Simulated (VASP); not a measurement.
Input of a VASP 6.6.1 run:

Contents of INCAR:

```
ALGO     = Normal         # electronic algorithm
EDIFF    = 1E-6           # SCF threshold, eV
ENCUT    = 500            # plane-wave cutoff, eV
GGA      = CA             # functional
GGA_COMPAT= F            
ISIF     = 2              # what is computed and relaxed
ISMEAR   = 1              # smearing method
LASPH    = T              # aspherical terms in the spheres
LCHARG   = F              # write CHGCAR
LMAXMIX  = 6              # l up to which the mixer works
LREAL    = F              # projectors in reciprocal space
LWAVE    = F              # write WAVECAR
NBANDS   = 46             # bands
NELM     = 200            # most SCF steps
PREC     = Accurate       # precision mode
SIGMA    = 0.1            # smearing width, eV
```

File KPOINTS:

```
k-points
0
Gamma
  4 2 4
```

Contents of POSCAR:

```
LaGa2
1.0
    4.3200000000      0.0000000000      0.0000000000
   -4.3200000000      7.4824600000      0.0000000000
    0.0000000000      0.0000000000      4.4160000000
La Ga
2 4
Direct
    0.0000000000      0.0000000000      0.0000000000
    0.0000000000      0.5000000000      0.0000000000
    0.3333333333      0.3333333333      0.5000000000
    0.6666666667      0.1666666667      0.5000000000
    0.3333333333      0.8333333333      0.5000000000
    0.6666666667      0.6666666667      0.5000000000
```

Potentials or basis: VASP PAW LDA potentials, release 64 (La, Ga_d).

Run with:

```bash
$ cat potpaw_LDA.64/La/POTCAR potpaw_LDA.64/Ga_d/POTCAR > POTCAR
$ mpirun -np 1 vasp_std > vasp.out
```

Predict the band gap on the k mesh.

zero (bands 37 and 38 overlap by 1.54 eV).

Predict the pressure.

-4.6 GPa.

Stress tensor (GPa, compression positive):
```
-5.06  0.00  0.00
 0.00 -5.06  0.00
 0.00  0.00 -3.80
```

Caveat: the k points lie up to 0.42 Å⁻¹ apart, too coarse for converged energies and pressures of a metal; spin-orbit coupling is left out, which moves the levels of the heavy elements.
